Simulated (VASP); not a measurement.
# SnSe in VASP: a series of runs

The runs below take SnSe through single point, with LDA.

Everything below comes from runs of VASP 6.6.1. Logs are shortened: lines on timing, memory, paths and dates and some standing lists are left out, and cuts for length are marked.

**1. The cell of the first run**

The cell holds a slab with vacuum, 4 atoms: a = 4.285 Å, b = 4.285 Å, c = 10.991 Å, α = 90.00°, β = 90.00°, γ = 90.00°.

**2. Single point, LDA**

The input, INCAR:

```
PREC = Accurate ; ENCUT = 520
EDIFF = 1E-6 ; ISMEAR = 0
SIGMA = 0.01 ; LREAL = F
LASPH = T ; NELM = 80
ALGO = Normal ; ISIF = 2
LWAVE = F ; LCHARG = F
NBANDS = 28
```

The input, KPOINTS:

```
Automatic mesh
0
Gamma
  4 4 2
```

The input, POSCAR:

```
SnSe
1.0
    4.2853274200      0.0000000000      0.0000000000
    0.0000000000      4.2853274200      0.0000000000
    0.0000000000      0.0000000000     10.9906921300
Sn Se
2 2
Direct
    0.5000000000      0.0000000000      0.3722291100
    0.0000000000      0.5000000000      0.6277708900
    0.5000000000      0.0000000000      0.6160394900
    0.0000000000      0.5000000000      0.3839605100
```

Potentials or basis: VASP PAW LDA potentials, release 64 (Sn_d, Se).

The run is started by

```sh
$ cat potpaw_LDA.64/Sn_d/POTCAR potpaw_LDA.64/Se/POTCAR > POTCAR
$ mpirun -np 1 vasp_std > vasp.out
```

OUTCAR:

```text
PREC = Accurate
   ENCUT = 520
   EDIFF = 1E-6
   ISMEAR = 0
   LREAL = F
   LASPH = T
   NELM = 80
   ISIF = 2

 ion  position               nearest neighbor table
   1  0.500  0.000  0.372-   3 2.68   4 3.03   4 3.03   4 3.03   4 3.03
   2  0.000  0.500  0.628-   4 2.68   3 3.03   3 3.03   3 3.03   3 3.03
   3  0.500  0.000  0.616-   1 2.68   2 3.03   2 3.03   2 3.03   2 3.03
   4  0.000  0.500  0.384-   2 2.68   1 3.03   1 3.03   1 3.03   1 3.03

  LATTYP: Found a simple tetragonal cell.
 ALAT       =     4.2853274200
 C/A-ratio  =     2.5647263448

  Lattice vectors:

 A1 = (   4.2853274200,   0.0000000000,   0.0000000000)
 A2 = (   0.0000000000,   4.2853274200,   0.0000000000)
 A3 = (   0.0000000000,   0.0000000000,  10.9906921300)

Analysis of symmetry for initial positions (statically):
=====================================================================
 Subroutine PRICEL returns:
 Original cell was already a primitive cell.

 Routine SETGRP: Setting up the symmetry group for a
 simple tetragonal supercell.

 Subroutine GETGRP returns: Found 16 space group operations
 (whereof  8 operations were pure point group operations)
 out of a pool of 16 trial point group operations.

The static configuration has the point symmetry D_2d.
 The point group associated with its full space group is D_4h.

Analysis of symmetry for dynamics (positions and initial velocities):
=====================================================================
 Subroutine PRICEL returns:
 Original cell was already a primitive cell.

 Routine SETGRP: Setting up the symmetry group for a
 simple tetragonal supercell.

 Subroutine GETGRP returns: Found 16 space group operations
 (whereof  8 operations were pure point group operations)
 out of a pool of 16 trial point group operations.

The dynamic configuration has the point symmetry D_2d.
 The point group associated with its full space group is D_4h.

 Subroutine INISYM returns: Found 16 space group operations
 (whereof  8 operations are pure point group operations),
 and found     1 'primitive' translations

----------------------------------------------------------------------------------------

                                     Primitive cell

  volume of cell :     201.8334

  direct lattice vectors                    reciprocal lattice vectors
     4.285327420  0.000000000  0.000000000     0.233354398  0.000000000  0.000000000
     0.000000000  4.285327420  0.000000000     0.000000000  0.233354398  0.000000000
     0.000000000  0.000000000 10.990692130     0.000000000  0.000000000  0.090986081

  length of vectors
     4.285327420  4.285327420 10.990692130     0.233354398  0.233354398  0.090986081

  position of ions in fractional coordinates (direct lattice)
     0.500000000  0.000000000  0.372229110
     0.000000000  0.500000000  0.627770890
     0.500000000  0.000000000  0.616039490
     0.000000000  0.500000000  0.383960510

  ion indices of the primitive-cell ions
   primitive index   ion index
                 1           1
                 2           2
                 3           3
                 4           4

----------------------------------------------------------------------------------------

 KPOINTS: Automatic mesh

Automatic generation of k-mesh.
 Grid dimensions read from file:
 generate k-points for:    4    4    2

 Generating k-lattice:

  Cartesian coordinates                     Fractional coordinates (reciprocal lattice)
     0.058338599  0.000000000  0.000000000     0.250000000  0.000000000  0.000000000
     0.000000000  0.058338599  0.000000000     0.000000000  0.250000000  0.000000000
     0.000000000  0.000000000  0.045493040     0.000000000  0.000000000  0.500000000

  Length of vectors
     0.058338599  0.058338599  0.045493040

  Shift w.r.t. Gamma in fractional coordinates (k-lattice)
     0.000000000  0.000000000  0.000000000

 Subroutine IBZKPT returns following result:
 ===========================================

 Found     12 irreducible k-points:

 Following reciprocal coordinates:
            Coordinates               Weight
  0.000000  0.000000  0.000000      1.000000
  0.250000  0.000000  0.000000      4.000000
  0.500000  0.000000  0.000000      2.000000
  0.250000  0.250000  0.000000      4.000000
  0.500000  0.250000  0.000000      4.000000
  0.500000  0.500000  0.000000      1.000000
  0.000000  0.000000  0.500000      1.000000
  0.250000  0.000000  0.500000      4.000000
  0.500000  0.000000  0.500000      2.000000
  0.250000  0.250000  0.500000      4.000000
  0.500000  0.250000  0.500000      4.000000
  0.500000  0.500000  0.500000      1.000000
   k-points           NKPTS =     12   k-points in BZ     NKDIM =     12   number of bands    NBANDS=     28
   number of dos      NEDOS =    301   number of ions     NIONS =      4
   total plane-waves  NPLWV =  86016
   dimension x,y,z NGX =    32 NGY =   32 NGZ =   84
   dimension x,y,z NGXF=    64 NGYF=   64 NGZF=  168
   ions per type =               2   2
   NGX,Y,Z   is equivalent  to a cutoff of  12.41, 12.41, 12.71 a.u.
   NGXF,Y,Z  is equivalent  to a cutoff of  24.83, 24.83, 25.41 a.u.
 SYSTEM =  unknown system
   PREC   = accura    normal or accurate (medium, high low for compatibility)
   ISTART =      0    job   : 0-new  1-cont  2-samecut
   ICHARG =      2    charge: 1-file 2-atom 10-const
   ISPIN  =      1    spin polarized calculation?
   LNONCOLLINEAR =      F non collinear calculations
   LSORBIT =      F    spin-orbit coupling
   LASPH  =      T    aspherical Exc in radial PAW
   ENCUT  =  520.0 eV  38.22 Ry    6.18 a.u.   7.97  7.97 20.44*2*pi/ulx,y,z
   NELM   =     80;   NELMIN=  2; NELMDL= -5     # of ELM steps
   EDIFF  = 0.1E-05   stopping-criterion for ELM
   LREAL  =      F    real-space projection
   EDIFFG = 0.1E-04   stopping-criterion for IOM
   NSW    =      0    number of steps for IOM
   IBRION =     -1    ionic relax: 0-MD 1-quasi-New 2-CG
   NFREE  =      0    steps in history (QN), initial steepest desc. (CG)
   ISIF   =      2    stress and relaxation
   ISYM   =      2    0-nonsym 1-usesym 2-fastsym
   POTIM  = 0.5000    time-step for ionic-motion
   TEBEG  =    0.0;   TEEND  =   0.0 temperature during run
   PSTRESS=    0.0 pullay stress
   NELECT =      40.0000    total number of electrons
   NUPDOWN=      -1.0000    fix difference up-down
   EMIN   =  10.00;   EMAX   =-10.00  energy-range for DOS
   EFERMI =   0.00;   METHOD = LEGACY
   ISMEAR =     0;   SIGMA  =   0.01  broadening in eV -4-tet -1-fermi 0-gaus
   EFERMI_NEDOS =   21; number of points for ismear=-14 and -15
   IALGO  =     38    algorithm
   IMIX   =      4    mixing-type and parameters
     AMIX     =   0.40;   BMIX     =  1.00
     AMIX_MAG =   1.60;   BMIX_MAG =  1.00
  volume/ion in A,a.u.               =      50.46       340.51
  Fermi-wavevector in a.u.,A,eV,Ry     =   0.954473  1.803693 12.395171  0.911019
  Thomas-Fermi vector in A             =   2.083223
   LORBIT       =      0    0 simple, 1 ext, 2 COOP (PROOUT), +10 PAW based schemes
   GGA     = CA    functional components
   LHFCALC =     F    Hartree Fock is set to
   AEXX    =    0.0000 exact exchange contribution
   IVDW    =     0    specifies the selected vdW correction
   LEPSILON=     F    determine dielectric tensor
   LRPA    =     F    only Hartree local field effects (RPA)
 non-spin polarized calculation
 Gauss-broadening in eV      SIGMA  =   0.01
  energy-cutoff  :      520.00
  volume of cell :      201.83
 maximum number of plane-waves:      5480
 NGX is ok and might be reduce to    32
   NGX = 15   NGY = 15   NGZ = 41

 number of electron      40.0000017 magnetization

 Free energy of the ion-electron system (eV)
  ---------------------------------------------------
  ext. energy  EPLUGINS =         0.00000000
  ---------------------------------------------------
  free energy    TOTEN  =       -18.47178139 eV

  energy without entropy =      -18.47178139  energy(sigma->0) =      -18.47178139

 E-fermi :   0.4032     XC(G=0):  -6.2366

 val. band max:        0.3200401393   @ k =   0.2500   0.2500   0.0000
 cond. band min:       1.9040045104   @ k =   0.0000   0.0000   0.5000
 fundamental gap:      1.5839643711
 Fermi energy:         0.4031713235

 k-point     1 :       0.0000    0.0000    0.0000
  band No.  band energies     occupation
      1     -20.5559      2.00000
      2     -20.5511      2.00000
      3     -20.5510      2.00000
      4     -20.5503      2.00000
      5     -20.5440      2.00000
      6     -20.5225      2.00000
[... 20 lines left out ...]
     27       6.1002      0.00000
     28       6.1110      0.00000

 k-point     2 :       0.2500    0.0000    0.0000
  band No.  band energies     occupation
      1     -20.5541      2.00000
      2     -20.5515      2.00000
      3     -20.5494      2.00000
      4     -20.5468      2.00000
      5     -20.5427      2.00000
      6     -20.5232      2.00000
[... 20 lines left out ...]
     27       5.5081      0.00000
     28       6.2327      0.00000

 k-point     3 :       0.5000    0.0000    0.0000
  band No.  band energies     occupation
      1     -20.5558      2.00000
      2     -20.5558      2.00000
      3     -20.5460      2.00000
      4     -20.5460      2.00000
      5     -20.5287      2.00000
      6     -20.5287      2.00000
[... 20 lines left out ...]
     27       6.2314      0.00000
     28       6.2314      0.00000

 k-point     4 :       0.2500    0.2500    0.0000
  band No.  band energies     occupation
      1     -20.5596      2.00000
      2     -20.5587      2.00000
      3     -20.5451      2.00000
      4     -20.5422      2.00000
      5     -20.5343      2.00000
      6     -20.5230      2.00000
[... 20 lines left out ...]
     27       5.7356      0.00000
     28       6.0732      0.00000

 k-point     5 :       0.5000    0.2500    0.0000
  band No.  band energies     occupation
      1     -20.5650      2.00000
      2     -20.5650      2.00000
      3     -20.5392      2.00000
      4     -20.5392      2.00000
      5     -20.5251      2.00000
      6     -20.5251      2.00000
[... 20 lines left out ...]
     27       6.0626      0.00000
     28       6.0626      0.00000

 k-point     6 :       0.5000    0.5000    0.0000
  band No.  band energies     occupation
      1     -20.5730      2.00000
      2     -20.5730      2.00000
      3     -20.5336      2.00000
      4     -20.5336      2.00000
      5     -20.5208      2.00000
      6     -20.5208      2.00000
[... 20 lines left out ...]
     27       6.8392      0.00000
     28       6.8392      0.00000

 k-point     7 :       0.0000    0.0000    0.5000
  band No.  band energies     occupation
      1     -20.5559      2.00000
      2     -20.5511      2.00000
      3     -20.5511      2.00000
      4     -20.5503      2.00000
      5     -20.5440      2.00000
      6     -20.5225      2.00000
[... 20 lines left out ...]
     27       6.1009      0.00000
     28       6.1019      0.00000

 k-point     8 :       0.2500    0.0000    0.5000
  band No.  band energies     occupation
      1     -20.5541      2.00000
      2     -20.5515      2.00000
      3     -20.5494      2.00000
      4     -20.5469      2.00000
      5     -20.5427      2.00000
      6     -20.5232      2.00000
[... 20 lines left out ...]
     27       5.8276      0.00000
     28       6.2610      0.00000

 k-point     9 :       0.5000    0.0000    0.5000
  band No.  band energies     occupation
      1     -20.5558      2.00000
      2     -20.5558      2.00000
      3     -20.5460      2.00000
      4     -20.5460      2.00000
      5     -20.5287      2.00000
      6     -20.5287      2.00000
[... 20 lines left out ...]
     27       6.7586      0.00000
     28       6.7586      0.00000

 k-point    10 :       0.2500    0.2500    0.5000
  band No.  band energies     occupation
      1     -20.5596      2.00000
      2     -20.5587      2.00000
      3     -20.5451      2.00000
      4     -20.5422      2.00000
      5     -20.5343      2.00000
      6     -20.5230      2.00000
[... 20 lines left out ...]
     27       6.1180      0.00000
     28       6.2941      0.00000

 k-point    11 :       0.5000    0.2500    0.5000
  band No.  band energies     occupation
      1     -20.5650      2.00000
      2     -20.5650      2.00000
      3     -20.5393      2.00000
      4     -20.5393      2.00000
      5     -20.5251      2.00000
      6     -20.5251      2.00000
[... 20 lines left out ...]
     27       6.1772      0.00000
     28       6.1772      0.00000

 k-point    12 :       0.5000    0.5000    0.5000
  band No.  band energies     occupation
      1     -20.5730      2.00000
      2     -20.5730      2.00000
      3     -20.5336      2.00000
      4     -20.5336      2.00000
      5     -20.5207      2.00000
      6     -20.5207      2.00000
[... 20 lines left out ...]
     27       6.8498      0.00000
     28       6.8498      0.00000

------------------------ aborting loop because EDIFF is reached ----------------------------------------

  FORCE on cell =-STRESS in cart. coord.  units (eV):
  Direction    XX          YY          ZZ          XY          YZ          ZX
  --------------------------------------------------------------------------------------
  -------------------------------------------------------------------------------------
  Total       -2.3175224     -2.3175224     -1.0420749      0.0000000      0.0000000      0.0000000
  in kB      -18.3967651    -18.3967651     -8.2721131      0.0000000      0.0000000      0.0000000
  external PRESSURE =     -15.0218811 kB  Pullay stress =       0.0000000 kB

 VOLUME and BASIS-vectors are now :
 -----------------------------------------------------------------------------
  energy-cutoff  :      520.00
  volume of cell :      201.83
      direct lattice vectors                 reciprocal lattice vectors
     4.285327420  0.000000000  0.000000000     0.233354398  0.000000000  0.000000000
     0.000000000  4.285327420  0.000000000     0.000000000  0.233354398  0.000000000
     0.000000000  0.000000000 10.990692130     0.000000000  0.000000000  0.090986081

 POSITION                                       TOTAL-FORCE (eV/Angst)
 -----------------------------------------------------------------------------------
      2.14266      0.00000      4.09106        -0.000000      0.000000      0.267422
      0.00000      2.14266      6.89964         0.000000      0.000000     -0.267422
      2.14266      0.00000      6.77070         0.000000     -0.000000     -0.102818
      0.00000      2.14266      4.21999         0.000000      0.000000      0.102818
 -----------------------------------------------------------------------------------
    total drift:                                0.000000      0.000000      0.000000

  FREE ENERGIE OF THE ION-ELECTRON SYSTEM (eV)
  ---------------------------------------------------
  free  energy   TOTEN  =       -18.4717813886 eV

  energy  without entropy=      -18.4717813886  energy(sigma->0) =      -18.47178139
```

Wall time 64 s (1 thread of Intel Xeon 6975P-C (Granite Rapids), shared host); peak memory 0.25 GiB.

Results:

* Free energy: -18.4718 eV
* Largest force: 0.267 eV/Å
* Band gap on the k mesh: 1.58 eV, indirect (least direct gap 1.63 eV)

Forces in eV/Å, atoms in the order of the input:
```
Sn   0.000  0.000  0.267
Sn   0.000  0.000 -0.267
Se   0.000  0.000 -0.103
Se   0.000  0.000  0.103
```

Caveat: spin-orbit coupling is left out, which moves the levels of the heavy elements.

**3. Single point, LDA**

The input, INCAR:

```
SYSTEM = SnSe
  PREC = Accurate
  ENCUT = 520
  EDIFF = 1E-6
  ISMEAR = 0
  SIGMA = 0.01
  LREAL = .False.
  LASPH = .True.
  NELM = 60
  ALGO = Normal
  ISIF = 2
  LWAVE = .False.
  LCHARG = .False.
  GGA = CA
  NBANDS = 28
```

The input, KPOINTS:

```
Automatic mesh
0
Gamma
  4 4 2
  0 0 0
```

POSCAR is that of step 2.

Potentials or basis: VASP PAW LDA potentials, release 64 (Sn_d, Se).

The run is started by

```sh
$ cat potpaw_LDA.64/Sn_d/POTCAR potpaw_LDA.64/Se/POTCAR > POTCAR
$ mpirun -np 1 vasp_std > vasp.out
```

It took 71 s on 1 thread of Intel Xeon 6975P-C (Granite Rapids), shared host; peak memory 0.24 GiB.

The run converged. Its results:

```yaml
Free_energy: -18.4718 eV
Largest_force: 0.267 eV/Å
Band_gap_on_the_k_mesh: 1.58 eV, indirect (least direct gap 1.63 eV)
```

Forces in eV/Å, atoms in the order of the input:
```
Sn   0.000  0.000  0.267
Sn   0.000  0.000 -0.267
Se   0.000  0.000 -0.103
Se   0.000  0.000  0.103
```

Levels at points of the mesh, in eV from the valence-band top:
```csv
k point,band 16,band 17,band 18,band 19,band 20,band 21,band 22,band 23,band 24,band 25
"(0.00, 0.00, 0.00)",-2.87,-2.87,-1.54,-1.54,-0.13,1.72,3.91,3.91,4.48,4.48
"(0.50, 0.00, 0.00)",-2.12,-1.35,-1.35,-0.12,-0.12,1.61,1.61,2.17,2.17,3.24
"(0.50, 0.50, 0.00)",-4.62,-3.06,-3.06,-1.52,-1.52,3.78,3.78,4.81,4.81,5.03
"(0.00, 0.00, 0.50)",-2.87,-2.87,-1.54,-1.54,-0.13,1.58,3.91,4.48,4.48,4.80
"(0.50, 0.00, 0.50)",-2.12,-1.35,-1.35,-0.12,-0.12,1.61,1.61,2.17,2.17,3.17
"(0.50, 0.50, 0.50)",-4.62,-3.06,-3.06,-1.52,-1.52,3.75,3.75,4.87,4.87,5.01
```

Caveat: spin-orbit coupling is left out, which moves the levels of the heavy elements.

**4. Single point, LDA**

The input, INCAR:

```
SYSTEM = SnSe
PREC = Accurate ; ENCUT = 520
EDIFF = 1E-7 ; ISMEAR = 0
SIGMA = 0.01 ; LREAL = .FALSE.
LASPH = .TRUE. ; NELM = 60
ALGO = Normal ; ISIF = 2
LWAVE = .FALSE. ; LCHARG = .FALSE.
NBANDS = 28
```

The input, KPOINTS:

```
regular mesh
0
G
  4 4 2
  0 0 0
```

POSCAR is that of step 3.

The run is started by

```sh
$ cat potpaw_LDA.64/Sn_d/POTCAR potpaw_LDA.64/Se/POTCAR > POTCAR
$ mpirun -np 1 vasp_std > vasp.out
```

Wall time 65 s (1 thread of Intel Xeon 6975P-C (Granite Rapids), shared host); peak memory 0.25 GiB.

The run converged. Its results:

```
Free energy            : -18.4718 eV
Largest force          : 0.267 eV/Å
Band gap on the k mesh : 1.58 eV, indirect (least direct gap 1.63 eV)
```

Forces on the atoms (eV/Å):
```
Sn   0.000  0.000  0.267
Sn   0.000  0.000 -0.267
Se   0.000  0.000 -0.103
Se   0.000  0.000  0.103
```

Levels at points of the mesh, in eV from the valence-band top:
| k point | band 16 | band 17 | band 18 | band 19 | band 20 | band 21 | band 22 | band 23 | band 24 | band 25 |
| --- | --- | --- | --- | --- | --- | --- | --- | --- | --- | --- |
| (0.00, 0.00, 0.00) | -2.87 | -2.87 | -1.54 | -1.54 | -0.13 | 1.72 | 3.91 | 3.91 | 4.48 | 4.48 |
| (0.50, 0.00, 0.00) | -2.12 | -1.35 | -1.35 | -0.12 | -0.12 | 1.61 | 1.61 | 2.17 | 2.17 | 3.24 |
| (0.50, 0.50, 0.00) | -4.62 | -3.06 | -3.06 | -1.52 | -1.52 | 3.78 | 3.78 | 4.81 | 4.81 | 5.03 |
| (0.00, 0.00, 0.50) | -2.87 | -2.87 | -1.54 | -1.54 | -0.13 | 1.58 | 3.91 | 4.48 | 4.48 | 4.80 |
| (0.50, 0.00, 0.50) | -2.12 | -1.35 | -1.35 | -0.12 | -0.12 | 1.61 | 1.61 | 2.17 | 2.17 | 3.17 |
| (0.50, 0.50, 0.50) | -4.62 | -3.06 | -3.06 | -1.52 | -1.52 | 3.75 | 3.75 | 4.87 | 4.87 | 5.01 |

Caveat: spin-orbit coupling is left out, which moves the levels of the heavy elements.
